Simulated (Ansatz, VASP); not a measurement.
# Os: VASP beside Ansatz

INCAR

```
ALGO     = Normal         # electronic algorithm
EDIFF    = 1E-6           # SCF threshold, eV
ENCUT    = 600            # plane-wave cutoff, eV
GGA      = PE             # functional
GGA_COMPAT= F            
ISIF     = 2              # what is computed and relaxed
ISMEAR   = -1             # smearing method
LASPH    = T              # aspherical terms in the spheres
LCHARG   = F              # write CHGCAR
LREAL    = F              # projectors in reciprocal space
LWAVE    = F              # write WAVECAR
NBANDS   = 15             # bands
NELM     = 120            # most SCF steps
PREC     = Accurate       # precision mode
SIGMA    = 0.05           # smearing width, eV
```

The input KPOINTS:

```
k-points
0
Gamma
  15 15 9
```

File POSCAR:

```
Os
1.0
    2.7067589757      0.0000000000      0.0000000000
   -1.3533794879      2.3441220350      0.0000000000
    0.0000000000      0.0000000000      4.3197000000
Os
2
Direct
    0.3333333333      0.6666666667      0.2500000000
    0.6666666667      0.3333333333      0.7500000000
```

Input for Ansatz:

```yaml
crystal:
  lattice:
    - [2.7067589757, 0.0, 0.0]
    - [-1.3533794879, 2.344122035, 0.0]
    - [0.0, 0.0, 4.3197]
  atoms:
    - { symbol: Os, position: [0.3333333333, 0.6666666667, 0.25] }
    - { symbol: Os, position: [0.6666666667, 0.3333333333, 0.75] }
kpoints:
  mp_grid: { grid: [15, 15, 9] }
  band_path:
    path:
      - [0.0, 0.0, 0.0]
      - [0.5, 0.0, 0.0]
      - [0.3333333333, 0.3333333333, 0.0]
      - [0.0, 0.0, 0.0]
      - [0.0, 0.0, 0.5]
      - [0.5, 0.0, 0.5]
      - [0.3333333333, 0.3333333333, 0.5]
      - [0.0, 0.0, 0.5]
      - [0.5, 0.0, 0.5]
    npoints: 5
scf:
  occupations: { method: fermi_dirac, width: 0.05 }
hamiltonian:
  xc: pbe
  pseudopotentials: { kind: all_electron, lapw: { basis_error: 0.0005 } }
output:
  forces: true
  stress: true
  eigenvalues: true
```

Change from the starting cell: equal xx and yy strain of -1 %.

Alike in both runs: task single point; functional PBE; k mesh 15 × 15 × 9; occupations fermi-dirac, width 0.05 eV; no spin polarisation.

```csv
,VASP,Ansatz
version,VASP 6.6.1,Ansatz 0.2.0
potentials or method,"VASP PAW PBE potentials, release 64 (Os), cutoff 600 eV","all-electron LAPW, scalar-relativistic"
```

VASP gave:

```
pressure (GPa)                                                : 18.1
traceless stress, the component that is largest in VASP (GPa) : -3.56
```

Question: What did Ansatz give for the same quantities?

Answer: Pressure (GPa): 17.7; traceless stress, the component that is largest in VASP (GPa): -3.52.

Ansatz ran all-electron here, and VASP with PAW potentials.

Spin-orbit coupling is off throughout.
